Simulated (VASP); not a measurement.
Here is a VASP 6.6.1 calculation.

File INCAR:

```
PREC = Accurate
ENCUT = 520
EDIFF = 1E-6
ISMEAR = 0
SIGMA = 0.15
LREAL = F
LASPH = T
NELM = 60
ALGO = Normal
ISIF = 2
LWAVE = F
LCHARG = F
GGA = PE
NBANDS = 13
```

Contents of KPOINTS:

```
regular mesh
0
Gamma
  18 18 10
```

Contents of POSCAR:

```
Se
1.0
    1.4151834714     -3.9784177235      0.0000000000
    1.4151834714      3.9784177235      0.0000000000
    0.0000000000      0.0000000000      4.6134314000
Se
2
Direct
    0.9356553200      0.0643446800      0.2500000000
    0.0643446800      0.9356553200      0.7500000000
```

Potentials or basis: VASP PAW PBE potentials, release 64 (Se).

Command:

```sh
$ cat potpaw_PBE.64/Se/POTCAR > POTCAR
$ mpirun -np 1 vasp_std > vasp.out
```

Question: Estimate the largest force.

Answer: 0.091 eV/Å.

Question: What does it give for the band gap on the k mesh?

Answer: Zero (bands 6 and 7 overlap by 3.71 eV).

Question: Estimate the pressure.

Answer: 1.0 GPa.

Stress tensor (GPa, compression positive):
```
-1.67  0.00  0.00
 0.00  1.57  0.00
 0.00  0.00  2.99
```

Caveat: the cell differs from its parent crystal (strain +0.0150 x Voigt [1, -1, 0, 0, 0, 0]).
